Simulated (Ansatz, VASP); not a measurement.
Two plane-wave programs on CdSe

Contents of INCAR:

```
SYSTEM = CdSe
ALGO     = Normal         ! electronic algorithm
EDIFF    = 1E-6           ! SCF threshold, eV
ENCUT    = 500            ! plane-wave cutoff, eV
GGA      = PE             ! functional
GGA_COMPAT= .False.      
ISIF     = 2              ! what is computed and relaxed
ISMEAR   = 0              ! smearing method
LASPH    = .True.         ! aspherical terms in the spheres
LCHARG   = .True.         ! write CHGCAR
LELF     = .True.         ! ELF
LREAL    = .False.        ! projectors in reciprocal space
LVHAR    = .True.       
LWAVE    = .False.        ! write WAVECAR
NBANDS   = 16             ! bands
NELM     = 120            ! most SCF steps
PREC     = Accurate       ! precision mode
SIGMA    = 0.01           ! smearing width, eV
```

The input KPOINTS:

```
k-points
0
Gamma
  6 6 6
  0 0 0
```

File POSCAR:

```
CdSe
1.0
    0.0000000000      3.0673150468      3.0673150468
    3.0673150468      0.0000000000      3.0673150468
    3.0673150468      3.0673150468      0.0000000000
Cd Se
1 1
Direct
    0.0000000000      0.0000000000      0.0000000000
    0.7500000000      0.7500000000      0.7500000000
```

Input for Ansatz:

```yaml
crystal:
  lattice:
    - [0.0, 3.0673150468, 3.0673150468]
    - [3.0673150468, 0.0, 3.0673150468]
    - [3.0673150468, 3.0673150468, 0.0]
  atoms:
    - { symbol: Cd, position: [0.0, 0.0, 0.0] }
    - { symbol: Se, position: [0.75, 0.75, 0.75] }
kpoints:
  mp_grid: { grid: [6, 6, 6] }
hamiltonian:
  xc: pbe
scf:
  occupations: { method: fixed }
  n_extra_bands: 4
output:
  forces: true
  stress: true
  eigenvalues: true
```

Alike in both runs: task single point; functional PBE; k mesh 6 × 6 × 6; no spin polarisation.

|  | VASP | Ansatz |
| --- | --- | --- |
| version | VASP 6.6.1 | Ansatz 0.2.0 |
| potentials or method | VASP PAW PBE potentials, release 64 (Cd, Se) | plane waves, PAW |
| plane-wave cutoff (eV) | 500 | 420 |
| occupations | gaussian, width 0.01 eV | fixed |
| valence electrons in the cell | 18 | 36 |

Ansatz gave:

| Property | Result |
| --- | --- |
| gap on the k mesh at the Fermi level (eV) | 0.55 |
| pressure (GPa) | 1.4 |

Task: What did VASP give for the same quantities?

Result: gap on the k mesh at the Fermi level (eV): 0.55; pressure (GPa): 1.7.

VASP's potentials hold 18 valence electrons a cell and Ansatz's 36, so a difference there can come from the potentials and not from the codes.
